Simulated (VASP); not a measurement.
# AlP (F-43m) in VASP: further runs

Runs on AlP. Level: PBEsol. Tasks: relaxation of cell and atoms.

Everything below comes from runs of VASP 6.6.1. Logs are shortened: lines on timing, memory, paths and dates and some standing lists are left out, and cuts for length are marked.

## (1) The cell of the first run

The structure is cubic, space group F-43m (No. 216). The conventional cell has a = 5.470 Å, b = 5.470 Å, c = 5.470 Å, α = 90.00°, β = 90.00°, γ = 90.00°. Within 3.1 Å of Al (site symmetry -43m) lie 4 P at 2.37 Å. Within 3.1 Å of P (site symmetry -43m) lie 4 Al at 2.37 Å.

## (2) Relaxation of cell and atoms, PBEsol, target pressure 7 GPa, at which the enthalpy is minimised

INCAR

```
SYSTEM = AlP
PREC = Accurate ; ENCUT = 500
EDIFF = 1E-7 ; ISMEAR = 0
SIGMA = 0.01 ; LREAL = .False.
LASPH = .True. ; NELM = 120
ALGO = Normal ; ISIF = 3
LWAVE = .False. ; LCHARG = .False.
GGA = PS ; IBRION = 2
NSW = 100 ; EDIFFG = -0.002
PSTRESS = 70.0 ; GGA_COMPAT = .False.
NELMIN = 4
```

KPOINTS

```
regular mesh
0
Gamma
  8 8 8
  0 0 0
```

POSCAR

```
AlP
1.0
    0.0000000000      2.7351213398      2.7351213398
    2.7351213398      0.0000000000      2.7351213398
    2.7351213398      2.7351213398      0.0000000000
Al P
1 1
Direct
    0.0000000000      0.0000000000      0.0000000000
    0.7500000000      0.7500000000      0.7500000000
```

Potentials or basis: VASP PAW PBE potentials, release 64 (Al, P).

On the command line:

```sh
$ cat potpaw_PBE.64/Al/POTCAR potpaw_PBE.64/P/POTCAR > POTCAR
$ mpirun -np 1 vasp_std > vasp.out
```

OUTCAR:

```text
SYSTEM = AlP
   PREC = Accurate
   ENCUT = 500
   EDIFF = 1E-7
   ISMEAR = 0
   LREAL = .False.
   LASPH = .True.
   NELM = 120
   ISIF = 3
   GGA = PS
   IBRION = 2
   NSW = 100
   EDIFFG = -0.002
   PSTRESS = 70.0
   NELMIN = 4

 ion  position               nearest neighbor table
   1  0.000  0.000  0.000-   2 2.37   2 2.37   2 2.37   2 2.37
   2  0.750  0.750  0.750-   1 2.37   1 2.37   1 2.37   1 2.37

  LATTYP: Found a face centered cubic cell.
 ALAT       =     5.4702426796

  Lattice vectors:

 A1 = (   0.0000000000,   2.7351213398,   2.7351213398)
 A2 = (   2.7351213398,   0.0000000000,   2.7351213398)
 A3 = (   2.7351213398,   2.7351213398,   0.0000000000)

Analysis of symmetry for initial positions (statically):
=====================================================================
 Subroutine PRICEL returns:
 Original cell was already a primitive cell.

 Routine SETGRP: Setting up the symmetry group for a
 face centered cubic supercell.

 Subroutine GETGRP returns: Found 24 space group operations
 (whereof 24 operations were pure point group operations)
 out of a pool of 48 trial point group operations.

The static configuration has the point symmetry T_d .

Analysis of symmetry for dynamics (positions and initial velocities):
=====================================================================
 Subroutine PRICEL returns:
 Original cell was already a primitive cell.

 Routine SETGRP: Setting up the symmetry group for a
 face centered cubic supercell.

 Subroutine GETGRP returns: Found 24 space group operations
 (whereof 24 operations were pure point group operations)
 out of a pool of 48 trial point group operations.

The dynamic configuration has the point symmetry T_d .

 Subroutine INISYM returns: Found 24 space group operations
 (whereof 24 operations are pure point group operations),
 and found     1 'primitive' translations

----------------------------------------------------------------------------------------

                                     Primitive cell

  volume of cell :      40.9223

  direct lattice vectors                    reciprocal lattice vectors
     0.000000000  2.735121340  2.735121340    -0.182807246  0.182807246  0.182807246
     2.735121340  0.000000000  2.735121340     0.182807246 -0.182807246  0.182807246
     2.735121340  2.735121340  0.000000000     0.182807246  0.182807246 -0.182807246

  length of vectors
     3.868045693  3.868045693  3.868045693     0.316631438  0.316631438  0.316631438

[... 93 lines left out ...]
   EMIN   =  10.00;   EMAX   =-10.00  energy-range for DOS
   EFERMI =   0.00;   METHOD = LEGACY
   ISMEAR =     0;   SIGMA  =   0.01  broadening in eV -4-tet -1-fermi 0-gaus
   EFERMI_NEDOS =   21; number of points for ismear=-14 and -15
   IALGO  =     38    algorithm
   IMIX   =      4    mixing-type and parameters
     AMIX     =   0.40;   BMIX     =  1.00
     AMIX_MAG =   1.60;   BMIX_MAG =  1.00
  volume/ion in A,a.u.               =      20.46       138.08
  Fermi-wavevector in a.u.,A,eV,Ry     =   0.950134  1.795493 12.282724  0.902755
  Thomas-Fermi vector in A             =   2.078482
   LORBIT       =      0    0 simple, 1 ext, 2 COOP (PROOUT), +10 PAW based schemes
   GGA     = PS    functional components
   LHFCALC =     F    Hartree Fock is set to
   AEXX    =    0.0000 exact exchange contribution
   IVDW    =     0    specifies the selected vdW correction
   LEPSILON=     F    determine dielectric tensor
   LRPA    =     F    only Hartree local field effects (RPA)
 conjugate gradient relaxation of ions
 non-spin polarized calculation
 Gauss-broadening in eV      SIGMA  =   0.01
  energy-cutoff  :      500.00
  volume of cell :       40.92
 maximum number of plane-waves:      1056
   NGX = 15   NGY = 15   NGZ = 15

--------------------------------------- Ionic step        1  -------------------------------------------

 number of electron       8.0000000 magnetization

 Free energy of the ion-electron system (eV)
  ---------------------------------------------------
  ext. energy  EPLUGINS =         0.00000000
  ---------------------------------------------------
  free energy    TOTEN  =       -10.99516419 eV

  energy without entropy =      -10.99516419  energy(sigma->0) =      -10.99516419

------------------------ aborting loop because EDIFF is reached ----------------------------------------

  FORCE on cell =-STRESS in cart. coord.  units (eV):
  Direction    XX          YY          ZZ          XY          YZ          ZX
  --------------------------------------------------------------------------------------
  -------------------------------------------------------------------------------------
  Total        0.0117266      0.0117266      0.0117266      0.0000000      0.0000000      0.0000000
  in kB        0.4591157      0.4591157      0.4591157      0.0000000      0.0000000      0.0000000
  external PRESSURE =     -69.5408843 kB  Pullay stress =      70.0000000 kB
[... 177 lines left out ...]
--------------------------------------- Ionic step        6  -------------------------------------------

 number of electron       7.9999999 magnetization

 Free energy of the ion-electron system (eV)
  ---------------------------------------------------
  ext. energy  EPLUGINS =         0.00000000
  ---------------------------------------------------
  free energy    TOTEN  =       -10.93837829 eV

  energy without entropy =      -10.93837829  energy(sigma->0) =      -10.93837829

 E-fermi :   5.2290     XC(G=0):  -9.6111

 val. band max:        5.1365073835   @ k =   0.0000   0.0000   0.0000
 cond. band min:       6.4423463504   @ k =   0.5000   0.5000   0.0000
 fundamental gap:      1.3058389669
 Fermi energy:         5.2290417310

 k-point     1 :       0.0000    0.0000    0.0000
  band No.  band energies     occupation
      1      -6.7706      2.00000
      2       5.1365      2.00000
      3       5.1365      2.00000
      4       5.1365      2.00000
      5       8.8823      0.00000
      6       9.7354      0.00000
      7       9.7354      0.00000
      8       9.7354      0.00000
[... 243 lines left out ...]
 k-point    24 :      -0.3750    0.2500    0.1250
  band No.  band energies     occupation
      1      -4.5625      2.00000
      2      -0.3261      2.00000
      3       2.3593      2.00000
      4       3.5278      2.00000
      5       9.0443      0.00000
      6       9.6978      0.00000
      7      12.1744      0.00000
      8      13.0105      0.00000

 [... further k-points ...]

------------------------ aborting loop because EDIFF is reached ----------------------------------------

  FORCE on cell =-STRESS in cart. coord.  units (eV):
  Direction    XX          YY          ZZ          XY          YZ          ZX
  --------------------------------------------------------------------------------------
  -------------------------------------------------------------------------------------
  Total        1.6683422      1.6683422      1.6683422      0.0000000      0.0000000      0.0000000
  in kB       70.0019000     70.0019000     70.0019000      0.0000000      0.0000000      0.0000000
  external PRESSURE =       0.0019000 kB  Pullay stress =      70.0000000 kB
[... 21 lines left out ...]
  energy  without entropy=      -10.9383782902  energy(sigma->0) =      -10.93837829

  enthalpy is  TOTEN    =        -9.2700813934 eV   P V=        1.6682968968

 reached required accuracy - stopping structural energy minimisation
```

OSZICAR:

```text
N       E                     dE             d eps       ncg     rms          rms(c)
DAV:   1     0.100400947474E+02    0.10040E+02   -0.30647E+03   464   0.732E+02
DAV:   2    -0.108807171531E+02   -0.20921E+02   -0.20405E+02   632   0.883E+01
DAV:   3    -0.113593870840E+02   -0.47867E+00   -0.47867E+00   608   0.179E+01
DAV:   4    -0.113612242883E+02   -0.18372E-02   -0.18372E-02   736   0.119E+00
[... 47 lines left out ...]
       N       E                     dE             d eps       ncg     rms          rms(c)
DAV:   1    -0.109383819753E+02    0.95494E-03   -0.10249E-04   496   0.614E-02    0.113E-02
DAV:   2    -0.109383787095E+02    0.32658E-05   -0.80553E-06   552   0.160E-02    0.616E-03
DAV:   3    -0.109383782212E+02    0.48832E-06   -0.26070E-06   544   0.844E-03    0.174E-03
DAV:   4    -0.109383782902E+02   -0.69021E-07   -0.54741E-08   248   0.180E-03
   6 F= -.92700814E+01 E0= -.92700814E+01  d E =-.795053E-05
```

Wall time 32 s (1 thread of Intel Xeon Platinum 8375C at 2.90GHz (Ice Lake), shared host); peak memory 0.15 GiB.

Results:

| Quantity | Value |
| --- | --- |
| Free energy | -10.9384 eV |
| Relaxed volume | 19.09 Å³/atom |
| Relaxed cell | a = 3.780 Å, b = 3.780 Å, c = 3.780 Å, α = 60.00°, β = 60.00°, γ = 60.00° |
| Space group after relaxing (to 0.1 Å) | F-43m (No. 216) |
| Energy change on relaxing (the run minimises the enthalpy) | +28.4 meV/atom |
| Ionic steps | 6 |
| Pressure after relaxing | 7.0 GPa |
| Band gap on the k mesh | 1.31 eV (least direct gap 3.56 eV) |

The path:
| step | energy change (eV) | largest force (eV/Å) | pressure (GPa) | volume (Å³) |
| --- | --- | --- | --- | --- |
| 1 | 0.0000 | 0.0000 | 0.05 | 40.92 |
| 2 | 0.2119 | 0.0000 | 15.00 | 35.88 |
| 3 | 0.0558 | 0.0000 | 6.93 | 38.21 |
| 4 | 0.0581 | 0.0000 | 7.09 | 38.15 |
| 5 | 0.0558 | 0.0000 | 6.94 | 38.21 |
| 6 | 0.0568 | 0.0000 | 7.00 | 38.18 |

Final structure:
```cif
data_structure
_symmetry_space_group_name_H-M 'P 1'
_symmetry_Int_Tables_number 1
_cell_length_a 3.7798
_cell_length_b 3.7798
_cell_length_c 3.7798
_cell_angle_alpha 60.000
_cell_angle_beta 60.000
_cell_angle_gamma 60.000
_cell_volume 38.18
loop_
_atom_site_label
_atom_site_type_symbol
_atom_site_fract_x
_atom_site_fract_y
_atom_site_fract_z
_atom_site_occupancy
Al1 Al 0.00000 0.00000 0.00000 1
P1 P 0.75000 0.75000 0.75000 1
```

Caveat: the cell is relaxed towards a set pressure, so the run minimises the enthalpy, not the energy; the PAW data sets were made with another functional, which shifts forces and pressure a little.

## (3) Relaxation of cell and atoms, PBEsol, target pressure 10 GPa, at which the enthalpy is minimised

INCAR

```
SYSTEM = AlP
PREC     = Accurate       ! precision mode
ENCUT    = 500            ! plane-wave cutoff, eV
EDIFF    = 1E-7           ! SCF threshold, eV
ISMEAR   = 0              ! smearing method
SIGMA    = 0.01           ! smearing width, eV
LREAL    = .False.        ! projectors in reciprocal space
LASPH    = .True.         ! aspherical terms in the spheres
NELM     = 120            ! most SCF steps
ALGO     = Normal         ! electronic algorithm
ISIF     = 3              ! what is computed and relaxed
LWAVE    = .False.        ! write WAVECAR
LCHARG   = .False.        ! write CHGCAR
GGA      = PS             ! functional
IBRION   = 2              ! ionic algorithm
NSW      = 100            ! ionic steps
EDIFFG   = -0.002         ! ionic threshold
PSTRESS  = 100.0        
GGA_COMPAT= .False.      
NELMIN   = 4
```

KPOINTS is that of step 2.

POSCAR is that of step 2.

Potentials or basis: VASP PAW PBE potentials, release 64 (Al, P).

On the command line:

```sh
$ cat potpaw_PBE.64/Al/POTCAR potpaw_PBE.64/P/POTCAR > POTCAR
$ mpirun -np 1 vasp_std > vasp.out
```

It took 32 s on 1 thread of Intel Xeon Platinum 8375C at 2.90GHz (Ice Lake), shared host; peak memory 0.15 GiB.

Results (log left out):

```yaml
Free_energy: -10.8886 eV
Relaxed_volume: 18.62 Å³/atom
Relaxed_cell: a = 3.748 Å, b = 3.748 Å, c = 3.748 Å, α = 60.00°, β = 60.00°, γ = 60.00°
Space_group_after_relaxing_to_0.1_Å: F-43m (No. 216)
Energy_change_on_relaxing_the_run_minimises_the_enthalpy: +53.3 meV/atom
Ionic_steps: 6
Pressure_after_relaxing: 10.0 GPa
Band_gap_on_the_k_mesh: 1.25 eV (least direct gap 3.56 eV)
```

Step by step:
```
step  energy change (eV)  largest force (eV/Å)  pressure (GPa)  volume (Å³)
   1              0.0000                0.0000            0.05        40.92
   2              0.4595                0.0000           24.33        33.85
   3              0.1028                0.0000            9.80        37.30
   4              0.1072                0.0000           10.03        37.23
   5              0.1062                0.0000            9.98        37.25
   6              0.1066                0.0000           10.00        37.24
```

Final structure:
```
CELL_PARAMETERS angstrom
0.00000 2.65054 2.65054
2.65054 0.00000 2.65054
2.65054 2.65054 0.00000
ATOMIC_POSITIONS crystal
Al 0.00000 0.00000 0.00000
P 0.75000 0.75000 0.75000
```

Levels at points of the mesh, in eV from the valence-band top:
| k point | band 1 | band 2 | band 3 | band 4 | band 5 | band 6 | band 7 | band 8 |
| --- | --- | --- | --- | --- | --- | --- | --- | --- |
| (0.00, 0.00, 0.00) | -12.06 | 0.00 | 0.00 | 0.00 | 3.96 | 4.63 | 4.63 | 4.63 |
| (0.50, 0.00, 0.00) | -10.13 | -6.00 | -0.82 | -0.82 | 3.06 | 4.76 | 4.76 | 8.31 |
| (0.50, 0.50, 0.00) | -9.37 | -5.66 | -2.31 | -2.31 | 1.25 | 2.32 | 11.74 | 11.74 |

Caveat: the cell is relaxed towards a set pressure, so the run minimises the enthalpy, not the energy; the PAW data sets were made with another functional, which shifts forces and pressure a little. A k mesh can miss the band edges.

## (4) Relaxation of cell and atoms, PBEsol, target pressure 15 GPa, at which the enthalpy is minimised

INCAR

```
SYSTEM = AlP
PREC = Accurate
ENCUT = 500
EDIFF = 1E-7
ISMEAR = 0
SIGMA = 0.01
LREAL = .FALSE.
LASPH = .TRUE.
NELM = 120
ALGO = Normal
ISIF = 3
LWAVE = .FALSE.
LCHARG = .FALSE.
GGA = PS
IBRION = 2
NSW = 100
EDIFFG = -0.002
PSTRESS = 150.0
GGA_COMPAT = .FALSE.
NELMIN = 4
```

KPOINTS

```
regular mesh
0
G
  8 8 8
  0 0 0
```

POSCAR is that of step 3.

On the command line:

```sh
$ cat potpaw_PBE.64/Al/POTCAR potpaw_PBE.64/P/POTCAR > POTCAR
$ mpirun -np 1 vasp_std > vasp.out
```

It took 37 s on 1 thread of Intel Xeon Platinum 8375C at 2.90GHz (Ice Lake), shared host; peak memory 0.15 GiB.

The run converged. Its results:

```
Free energy                                                : -10.7832 eV
Relaxed volume                                             : 17.94 Å³/atom
Relaxed cell                                               : a = 3.702 Å, b = 3.702 Å, c = 3.702 Å, α = 60.00°, β = 60.00°, γ = 60.00°
Space group after relaxing (to 0.1 Å)                      : F-43m (No. 216)
Energy change on relaxing (the run minimises the enthalpy) : +106.0 meV/atom
Ionic steps                                                : 7
Pressure after relaxing                                    : 15.0 GPa
Band gap on the k mesh                                     : 1.16 eV (least direct gap 3.56 eV)
```

The path:
| step | energy change (eV) | largest force (eV/Å) | pressure (GPa) | volume (Å³) |
| --- | --- | --- | --- | --- |
| 1 | 0.0000 | 0.0000 | 0.05 | 40.92 |
| 2 | 1.1440 | 0.0000 | 45.18 | 30.62 |
| 3 | 0.1963 | 0.0000 | 14.32 | 36.06 |
| 4 | 0.2097 | 0.0000 | 14.91 | 35.91 |
| 5 | 0.2187 | 0.0000 | 15.29 | 35.81 |
| 6 | 0.2045 | 0.0000 | 14.69 | 35.96 |
| 7 | 0.2120 | 0.0000 | 15.00 | 35.88 |

Final structure:
```yaml
crystal:
  lattice:
    - [0.00000, 2.61791, 2.61791]
    - [2.61791, 0.00000, 2.61791]
    - [2.61791, 2.61791, 0.00000]
  atoms:
    - { symbol: Al, position: [0.00000, 0.00000, 0.00000] }
    - { symbol: P, position: [0.75000, 0.75000, 0.75000] }
```

Levels at points of the mesh, in eV from the valence-band top:
```csv
k point,band 1,band 2,band 3,band 4,band 5,band 6,band 7,band 8
"(0.00, 0.00, 0.00)",-12.30,0.00,0.00,0.00,4.29,4.68,4.68,4.68
"(0.50, 0.00, 0.00)",-10.27,-6.19,-0.84,-0.84,3.20,4.76,4.76,8.40
"(0.50, 0.50, 0.00)",-9.47,-5.80,-2.39,-2.39,1.16,2.30,12.04,12.04
```

Caveat: the cell is relaxed towards a set pressure, so the run minimises the enthalpy, not the energy; the PAW data sets were made with another functional, which shifts forces and pressure a little. A k mesh can miss the band edges.

## (5) Overview

```tsv
cell	gap on the mesh (eV)	pressure (GPa)
relaxed to 7 GPa	1.31	7.0
relaxed to 10 GPa	1.25	10.0
relaxed to 15 GPa	1.16	15.0
```

Alike in all rows: task relaxation of cell and atoms; level PBEsol; potentials or basis VASP PAW PBE potentials, release 64 (Al, P); no spin polarisation; k mesh 8 × 8 × 8; cutoff (eV) 500; smearing gaussian 0.01 eV.

Caveats: the cell is relaxed towards a set pressure, so the run minimises the enthalpy, not the energy; the PAW data sets were made with another functional, which shifts forces and pressure a little.

Total energies depend on the potentials used, so only differences within one code and one set of settings carry meaning.
